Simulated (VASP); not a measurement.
CdS, 2 atoms in the cell. Symmetry: R3m, No. 160, trigonal system. The conventional cell has a = 4.198 Å, b = 4.198 Å, c = 10.090 Å, α = 90.00°, β = 90.00°, γ = 120.00°. Cd (site symmetry 3m) has 4 S at 2.55 to 2.56 Å within 3.4 Å. Within 3.4 Å of S (site symmetry 3m) lie 4 Cd at 2.55 to 2.56 Å.  This cell differs from its parent crystal: epitaxial 111 strain +1.0%.

* Program: VASP 6.6.1
* Task: single point
* Functional: r2SCAN
* Potentials or basis: VASP PAW PBE potentials, release 64 (Cd, S)
* Cutoff: 520 eV
* k mesh: 8 × 8 × 8
* Occupations: gaussian, width 0.01 eV
* Spin: no spin polarisation
* Dipole correction: no
* Further INCAR settings: ALGO = Normal; EDIFF = 1e-07; NBANDS = 16

Potentials or basis: VASP PAW PBE potentials, release 64 (Cd, S).

Launch:

```bash
$ cat potpaw_PBE.64/Cd/POTCAR potpaw_PBE.64/S/POTCAR > POTCAR
$ cp INCAR.step1 INCAR
$ mpirun -np 1 vasp_std > vasp.out
$ cp INCAR.step2 INCAR
$ mpirun -np 1 vasp_std > vasp.out
```

Hardware: 1 thread of Intel(R) Xeon(R) Platinum 8488C (Sapphire Rapids) (shared host).

Problem. How long does it take, and how much memory?

Solution. It took 100 s on 1 thread of Intel(R) Xeon(R) Platinum 8488C (Sapphire Rapids), on a shared host, peak memory 0.21 GiB. Counts: k points 65.
